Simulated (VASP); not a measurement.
# Pb (Fm-3m) in VASP: notebook

Runs on Pb. Level: PBEsol. Tasks: single point.

Everything below comes from runs of VASP 6.6.1. Logs are shortened: lines on timing, memory, paths and dates and some standing lists are left out, and cuts for length are marked.

**1. The cell of the first run**

Symmetry: Fm-3m, No. 225, cubic system. Conventional cell: a = 4.462 Å, b = 4.462 Å, c = 4.462 Å, α = 90.00°, β = 90.00°, γ = 90.00°. Pb (site symmetry m-3m) has 12 Pb at 3.16 Å within 4.2 Å.

**2. Single point, PBEsol**

Input file INCAR:

```
PREC = Accurate
ENCUT = 520
EDIFF = 1E-6
ISMEAR = -1
SIGMA = 0.05
LREAL = F
LASPH = T
NELM = 100
ALGO = Normal
ISIF = 2
LWAVE = F
LCHARG = T
GGA = PS
LELF = T
LVHAR = T
NBANDS = 13
```

Input file KPOINTS:

```
Automatic mesh
0
Gamma
  9 9 9
```

Input file POSCAR:

```
Pb
1.0
    0.0000000000      2.2310739141      2.2310739141
    2.2310739141      0.0000000000      2.2310739141
    2.2310739141      2.2310739141      0.0000000000
Pb
1
Direct
    0.0000000000      0.0000000000      0.0000000000
```

Potentials or basis: VASP PAW PBE potentials, release 64 (Pb_d).

The run is started by

```
$ cat potpaw_PBE.64/Pb_d/POTCAR > POTCAR
$ mpirun -np 1 vasp_std > vasp.out
```

OUTCAR:

```text
PREC = Accurate
   ENCUT = 520
   EDIFF = 1E-6
   ISMEAR = -1
   LREAL = F
   LASPH = T
   NELM = 100
   ISIF = 2
   GGA = PS

 ion  position               nearest neighbor table
   1  0.000  0.000  0.000-

  LATTYP: Found a face centered cubic cell.
 ALAT       =     4.4621478282

  Lattice vectors:

 A1 = (   0.0000000000,   2.2310739141,   2.2310739141)
 A2 = (   2.2310739141,   0.0000000000,   2.2310739141)
 A3 = (   2.2310739141,   2.2310739141,   0.0000000000)

Analysis of symmetry for initial positions (statically):
[... 5 lines left out ...]
 face centered cubic supercell.

 Subroutine GETGRP returns: Found 48 space group operations
 (whereof 48 operations were pure point group operations)
 out of a pool of 48 trial point group operations.

The static configuration has the point symmetry O_h .

Analysis of symmetry for dynamics (positions and initial velocities):
[... 5 lines left out ...]
 face centered cubic supercell.

 Subroutine GETGRP returns: Found 48 space group operations
 (whereof 48 operations were pure point group operations)
 out of a pool of 48 trial point group operations.

The dynamic configuration has the point symmetry O_h .

 Subroutine INISYM returns: Found 48 space group operations
 (whereof 48 operations are pure point group operations),
 and found     1 'primitive' translations

----------------------------------------------------------------------------------------

                                     Primitive cell

  volume of cell :      22.2112

  direct lattice vectors                    reciprocal lattice vectors
     0.000000000  2.231073914  2.231073914    -0.224107322  0.224107322  0.224107322
     2.231073914  0.000000000  2.231073914     0.224107322 -0.224107322  0.224107322
     2.231073914  2.231073914  0.000000000     0.224107322  0.224107322 -0.224107322

  length of vectors
     3.155214988  3.155214988  3.155214988     0.388165268  0.388165268  0.388165268

  position of ions in fractional coordinates (direct lattice)
     0.000000000  0.000000000  0.000000000

  ion indices of the primitive-cell ions
   primitive index   ion index
                 1           1

----------------------------------------------------------------------------------------

 KPOINTS: Automatic mesh

Automatic generation of k-mesh.
 Grid dimensions read from file:
 generate k-points for:    9    9    9

 Generating k-lattice:

  Cartesian coordinates                     Fractional coordinates (reciprocal lattice)
    -0.024900814  0.024900814  0.024900814     0.111111111  0.000000000  0.000000000
     0.024900814 -0.024900814  0.024900814     0.000000000  0.111111111  0.000000000
     0.024900814  0.024900814 -0.024900814     0.000000000  0.000000000  0.111111111

  Length of vectors
     0.043129474  0.043129474  0.043129474

  Shift w.r.t. Gamma in fractional coordinates (k-lattice)
     0.000000000  0.000000000  0.000000000

 Subroutine IBZKPT returns following result:
 ===========================================

 Found     35 irreducible k-points:

 Following reciprocal coordinates:
            Coordinates               Weight
  0.000000  0.000000  0.000000      1.000000
  0.111111  0.000000  0.000000      8.000000
  0.222222  0.000000  0.000000      8.000000
  0.333333  0.000000  0.000000      8.000000
  0.444444  0.000000  0.000000      8.000000
  0.111111  0.111111  0.000000      6.000000
[... 16 lines left out ...]
 -0.333333  0.333333  0.000000     12.000000
  0.444444  0.444444  0.000000      6.000000
 [... further k-points ...]
   k-points           NKPTS =     35   k-points in BZ     NKDIM =     35   number of bands    NBANDS=     13
   number of dos      NEDOS =    301   number of ions     NIONS =      1
   total plane-waves  NPLWV =  13824
   dimension x,y,z NGX =    24 NGY =   24 NGZ =   24
   dimension x,y,z NGXF=    48 NGYF=   48 NGZF=   48
   ions per type =               1
   NGX,Y,Z   is equivalent  to a cutoff of  12.65, 12.65, 12.65 a.u.
   NGXF,Y,Z  is equivalent  to a cutoff of  25.29, 25.29, 25.29 a.u.
 SYSTEM =  unknown system
   PREC   = accura    normal or accurate (medium, high low for compatibility)
   ISTART =      0    job   : 0-new  1-cont  2-samecut
   ICHARG =      2    charge: 1-file 2-atom 10-const
   ISPIN  =      1    spin polarized calculation?
   LNONCOLLINEAR =      F non collinear calculations
   LSORBIT =      F    spin-orbit coupling
   LASPH  =      T    aspherical Exc in radial PAW
   ENCUT  =  520.0 eV  38.22 Ry    6.18 a.u.   5.87  5.87  5.87*2*pi/ulx,y,z
   NELM   =    100;   NELMIN=  2; NELMDL= -5     # of ELM steps
   EDIFF  = 0.1E-05   stopping-criterion for ELM
   LREAL  =      F    real-space projection
   EDIFFG = 0.1E-04   stopping-criterion for IOM
   NSW    =      0    number of steps for IOM
   IBRION =     -1    ionic relax: 0-MD 1-quasi-New 2-CG
   NFREE  =      0    steps in history (QN), initial steepest desc. (CG)
   ISIF   =      2    stress and relaxation
   ISYM   =      2    0-nonsym 1-usesym 2-fastsym
   POTIM  = 0.5000    time-step for ionic-motion
   TEBEG  =    0.0;   TEEND  =   0.0 temperature during run
   PSTRESS=    0.0 pullay stress
   NELECT =      14.0000    total number of electrons
   NUPDOWN=      -1.0000    fix difference up-down
   EMIN   =  10.00;   EMAX   =-10.00  energy-range for DOS
   EFERMI =   0.00;   METHOD = LEGACY
   ISMEAR =    -1;   SIGMA  =   0.05  broadening in eV -4-tet -1-fermi 0-gaus
   EFERMI_NEDOS =   21; number of points for ismear=-14 and -15
   IALGO  =     38    algorithm
   IMIX   =      4    mixing-type and parameters
     AMIX     =   0.40;   BMIX     =  1.00
     AMIX_MAG =   1.60;   BMIX_MAG =  1.00
  volume/ion in A,a.u.               =      22.21       149.89
  Fermi-wavevector in a.u.,A,eV,Ry     =   1.403654  2.652522 26.806823  1.970246
  Thomas-Fermi vector in A             =   2.526295
   LORBIT       =      0    0 simple, 1 ext, 2 COOP (PROOUT), +10 PAW based schemes
   GGA     = PS    functional components
   LHFCALC =     F    Hartree Fock is set to
   AEXX    =    0.0000 exact exchange contribution
   IVDW    =     0    specifies the selected vdW correction
   LEPSILON=     F    determine dielectric tensor
   LRPA    =     F    only Hartree local field effects (RPA)
 non-spin polarized calculation
  energy-cutoff  :      520.00
  volume of cell :       22.21
 maximum number of plane-waves:       612
   NGX = 11   NGY = 11   NGZ = 11

 number of electron      14.0000000 magnetization

 Free energy of the ion-electron system (eV)
  ---------------------------------------------------
  ext. energy  EPLUGINS =         0.00000000
  ---------------------------------------------------
  free energy    TOTEN  =        -3.47656450 eV

  energy without entropy =       -3.47308627  energy(sigma->0) =       -3.47482539

 E-fermi :  11.1982     XC(G=0): -11.9311

 val. band max:       11.1862647550   @ k =  -0.2222   0.2222   0.0000
 cond. band min:      11.7842092662   @ k =  -0.4444   0.3333   0.1111
 fundamental gap:      0.5979445112
 Fermi energy:        11.1981704026

 k-point     1 :       0.0000    0.0000    0.0000
  band No.  band energies     occupation
      1      -6.2557      2.00000
      2      -6.2557      2.00000
      3      -6.2557      2.00000
      4      -5.9046      2.00000
      5      -5.9046      2.00000
      6      -3.1650      2.00000
      7      20.8952      0.00000
      8      21.1508      0.00000
      9      21.1508      0.00000
     10      21.1508      0.00000
     11      26.3346      0.00000
     12      26.3346      0.00000
     13      26.3472      0.00000

 k-point     2 :       0.1111    0.0000    0.0000
  band No.  band energies     occupation
      1      -6.2669      2.00000
      2      -6.2169      2.00000
      3      -6.2169      2.00000
      4      -5.9076      2.00000
      5      -5.9076      2.00000
      6      -2.8402      2.00000
      7      18.0554      0.00000
      8      20.8455      0.00000
      9      20.8455      0.00000
     10      21.0029      0.00000
     11      25.8142      0.00000
     12      26.5662      0.00000
     13      26.5662      0.00000

 k-point     3 :       0.2222    0.0000    0.0000
  band No.  band energies     occupation
      1      -6.3162      2.00000
      2      -6.1706      2.00000
      3      -6.1706      2.00000
      4      -5.8599      2.00000
      5      -5.8599      2.00000
      6      -1.8366      2.00000
      7      13.6074      0.00000
      8      20.0939      0.00000
      9      20.0939      0.00000
     10      21.0358      0.00000
     11      24.6754      0.00000
     12      25.7601      0.00000
     13      25.7601      0.00000

 k-point     4 :       0.3333    0.0000    0.0000
  band No.  band energies     occupation
      1      -6.3942      2.00000
      2      -6.1964      2.00000
      3      -6.1964      2.00000
      4      -5.7204      2.00000
      5      -5.7204      2.00000
      6      -0.1447      2.00000
      7       9.4544      2.00000
      8      19.2424      0.00000
      9      19.2424      0.00000
     10      20.7496      0.00000
     11      24.1025      0.00000
     12      24.9511      0.00000
     13      24.9511      0.00000

 k-point     5 :       0.4444    0.0000    0.0000
  band No.  band energies     occupation
      1      -6.4524      2.00000
      2      -6.2313      2.00000
      3      -6.2313      2.00000
      4      -5.6069      2.00000
      5      -5.6069      2.00000
      6       2.0511      2.00000
      7       6.0014      2.00000
      8      18.6863      0.00000
      9      18.6863      0.00000
     10      20.4292      0.00000
     11      23.9819      0.00000
     12      24.5790      0.00000
     13      24.5790      0.00000
[... 257 lines left out ...]
 k-point    22 :      -0.4444    0.3333    0.0000
  band No.  band energies     occupation
      1      -6.5314      2.00000
      2      -6.3040      2.00000
      3      -5.7779      2.00000
      4      -5.7605      2.00000
      5      -5.5776      2.00000
      6       4.2213      2.00000
      7       7.9029      2.00000
      8      10.4124      2.00000
      9      14.7229      0.00000
     10      18.7435      0.00000
     11      23.8377      0.00000
     12      29.3129      0.00000
     13      30.2846      0.00000

 k-point    23 :      -0.3333    0.3333    0.0000
  band No.  band energies     occupation
      1      -6.4414      2.00000
      2      -6.0748      2.00000
      3      -5.9478      2.00000
      4      -5.8502      2.00000
      5      -5.6858      2.00000
      6       3.9895      2.00000
      7       8.8132      2.00000
      8       8.9271      2.00000
      9      15.8674      0.00000
     10      19.1525      0.00000
     11      27.3096      0.00000
     12      28.4179      0.00000
     13      28.7535      0.00000

 k-point    24 :       0.4444    0.4444    0.0000
  band No.  band energies     occupation
      1      -6.6784      2.00000
      2      -6.5135      2.00000
      3      -5.6210      2.00000
      4      -5.5360      2.00000
      5      -5.5360      2.00000
      6       3.7656      2.00000
      7       7.8416      2.00000
      8      13.6553      0.00000
      9      13.6553      0.00000
     10      17.8183      0.00000
     11      19.1119      0.00000
     12      31.1963      0.00000
     13      34.6808      0.00000

 [... further k-points ...]
[... 5 lines left out ...]
  --------------------------------------------------------------------------------------
  -------------------------------------------------------------------------------------
  Total        4.1403945      4.1403945      4.1403945     -0.0000000      0.0000000     -0.0000000
  in kB      298.6623205    298.6623205    298.6623205     -0.0000000      0.0000000     -0.0000000
  external PRESSURE =     298.6623205 kB  Pullay stress =       0.0000000 kB

 VOLUME and BASIS-vectors are now :
 -----------------------------------------------------------------------------
  energy-cutoff  :      520.00
  volume of cell :       22.21
      direct lattice vectors                 reciprocal lattice vectors
     0.000000000  2.231073914  2.231073914    -0.224107322  0.224107322  0.224107322
     2.231073914  0.000000000  2.231073914     0.224107322 -0.224107322  0.224107322
     2.231073914  2.231073914  0.000000000     0.224107322  0.224107322 -0.224107322

 POSITION                                       TOTAL-FORCE (eV/Angst)
 -----------------------------------------------------------------------------------
      0.00000      0.00000      0.00000         0.000000      0.000000      0.000000
 -----------------------------------------------------------------------------------
    total drift:                               -0.000000      0.000000      0.000000

  FREE ENERGIE OF THE ION-ELECTRON SYSTEM (eV)
  ---------------------------------------------------
  free  energy   TOTEN  =        -3.4765644989 eV

  energy  without entropy=       -3.4730862733  energy(sigma->0) =       -3.47482539
```

Run time: 9.8 s. Hardware: 1 thread of Intel Xeon 8259CL, shared host; peak memory 0.14 GiB.

Results:

| Property | Result |
| --- | --- |
| Free energy | -3.4766 eV |
| Pressure | 29.9 GPa |
| Band gap on the k mesh | zero (band 7 reaches 20.90 eV, above the bottom of band 8 at 8.93 eV) |

Caveat: the PAW data sets were made with another functional, which shifts forces and pressure a little; spin-orbit coupling is left out, which moves the levels of the heavy elements.

**3. Single point, PBEsol**

This run uses another cell than the first one, of 23.70 Å³/atom, 1.067 times its volume.

Changes to INCAR since step 2:

```diff
@@ -11,6 +11,4 @@
 LWAVE = F
-LCHARG = T
+LCHARG = F
 GGA = PS
-LELF = T
-LVHAR = T
 NBANDS = 13
```

Input file KPOINTS:

```
regular mesh
0
Gamma
  9 9 9
```

Input file POSCAR:

```
Pb
1.0
    0.0000000000      2.2797275097      2.2797275097
    2.2797275097      0.0000000000      2.2797275097
    2.2797275097      2.2797275097      0.0000000000
Pb
1
Direct
    0.0000000000      0.0000000000      0.0000000000
```

Potentials or basis: VASP PAW PBE potentials, release 64 (Pb_d).

The run is started by

```
$ cat potpaw_PBE.64/Pb_d/POTCAR > POTCAR
$ mpirun -np 1 vasp_std > vasp.out
```

Run time: 9.3 s. Hardware: 1 thread of Intel Xeon 8259CL, shared host; peak memory 0.14 GiB.

The run converged. Its results:

```
Free energy            : -3.7057 eV
Pressure               : 19.9 GPa
Band gap on the k mesh : zero (band 7 reaches 19.67 eV, above the bottom of band 8 at 8.12 eV)
```

Levels at points of the mesh, in eV from the Fermi level:
```tsv
k point	band 4	band 5	band 6	band 7	band 8	band 9	band 10	band 11
(0.00, 0.00, 0.00)	-16.90	-16.90	-13.62	9.55	9.55	9.55	9.88	14.55
```

Caveat: the PAW data sets were made with another functional, which shifts forces and pressure a little; spin-orbit coupling is left out, which moves the levels of the heavy elements.

**4. Single point, PBEsol**

This run uses another cell than the first one, of 25.91 Å³/atom, 1.167 times its volume.

Input file INCAR:

```
SYSTEM = Pb
PREC = Accurate
ENCUT = 520
EDIFF = 1E-6
ISMEAR = -1
SIGMA = 0.05
LREAL = .FALSE.
LASPH = .TRUE.
NELM = 60
ALGO = Normal
ISIF = 2
LWAVE = .FALSE.
LCHARG = .FALSE.
GGA = PS
NBANDS = 13
```

Input file KPOINTS:

```
Automatic mesh
0
G
  9 9 9
  0 0 0
```

Input file POSCAR:

```
Pb
1.0
    0.0000000000      2.3487588018      2.3487588018
    2.3487588018      0.0000000000      2.3487588018
    2.3487588018      2.3487588018      0.0000000000
Pb
1
Direct
    0.0000000000      0.0000000000      0.0000000000
```

The run is started by

```
$ cat potpaw_PBE.64/Pb_d/POTCAR > POTCAR
$ mpirun -np 1 vasp_std > vasp.out
```

Wall time 17 s (1 thread of Intel Xeon 8259CL, shared host); peak memory 0.16 GiB.

The run converged. Its results:

```
Free energy            : -3.9078 eV
Pressure               : 9.9 GPa
Band gap on the k mesh : zero (band 7 reaches 17.69 eV, above the bottom of band 8 at 7.10 eV)
```

Levels at points of the mesh, in eV from the Fermi level:
| k point | band 4 | band 5 | band 6 | band 7 | band 8 | band 9 | band 10 | band 11 |
| --- | --- | --- | --- | --- | --- | --- | --- | --- |
| (0.00, 0.00, 0.00) | -16.72 | -16.72 | -12.75 | 8.90 | 8.90 | 8.90 | 10.01 | 13.53 |

Caveat: the PAW data sets were made with another functional, which shifts forces and pressure a little; spin-orbit coupling is left out, which moves the levels of the heavy elements.

**5. Single point, PBEsol**

This run uses another cell than the first one, of 27.57 Å³/atom, 1.241 times its volume.

Input file INCAR:

```
PREC     = Accurate       # precision mode
ENCUT    = 520            # plane-wave cutoff, eV
EDIFF    = 1E-6           # SCF threshold, eV
ISMEAR   = -1             # smearing method
SIGMA    = 0.05           # smearing width, eV
LREAL    = False          # projectors in reciprocal space
LASPH    = True           # aspherical terms in the spheres
NELM     = 80             # most SCF steps
ALGO     = Normal         # electronic algorithm
ISIF     = 2              # what is computed and relaxed
LWAVE    = False          # write WAVECAR
LCHARG   = True           # write CHGCAR
GGA      = PS             # functional
LELF     = True           # ELF
LVHAR    = True         
NBANDS   = 13             # bands
```

Input file KPOINTS:

```
Automatic mesh
0
Gamma
  9 9 9
```

Input file POSCAR:

```
Pb
1.0
    0.0000000000      2.3977183683      2.3977183683
    2.3977183683      0.0000000000      2.3977183683
    2.3977183683      2.3977183683      0.0000000000
Pb
1
Direct
    0.0000000000      0.0000000000      0.0000000000
```

The run is started by

```
$ cat potpaw_PBE.64/Pb_d/POTCAR > POTCAR
$ mpirun -np 1 vasp_std > vasp.out
```

It took 19 s on 1 thread of Intel Xeon 8259CL, shared host; peak memory 0.16 GiB.

It converged, with:

```yaml
Free_energy: -3.9839 eV
Pressure: 4.9 GPa
Band_gap_on_the_k_mesh: zero (band 7 reaches 16.40 eV, above the bottom of band 8 at 6.46 eV)
```

Levels at points of the mesh, in eV from the Fermi level:
```csv
k point,band 4,band 5,band 6,band 7,band 8,band 9,band 10,band 11
"(0.00, 0.00, 0.00)",-16.68,-16.68,-12.26,8.38,8.38,8.38,10.01,12.74
```

Caveat: the PAW data sets were made with another functional, which shifts forces and pressure a little; spin-orbit coupling is left out, which moves the levels of the heavy elements.

**6. Summary**

```csv
cell,gap on the mesh (eV),pressure (GPa)
"a = 3.155 Å, angles 60.0°, 1 atom",none,29.9
"a = 3.224 Å, angles 60.0°, 1 atom",none,19.9
"a = 3.322 Å, angles 60.0°, 1 atom",none,9.9
"a = 3.391 Å, angles 60.0°, 1 atom",none,4.9
```

Alike in all rows: task single point; level PBEsol; potentials or basis VASP PAW PBE potentials, release 64 (Pb_d); no spin polarisation; k mesh 9 × 9 × 9; cutoff (eV) 520; smearing fermi-dirac 0.05 eV.

Caveats: the PAW data sets were made with another functional, which shifts forces and pressure a little; spin-orbit coupling is left out, which moves the levels of the heavy elements.

Absolute energies hang on the potentials; compare differences alone.
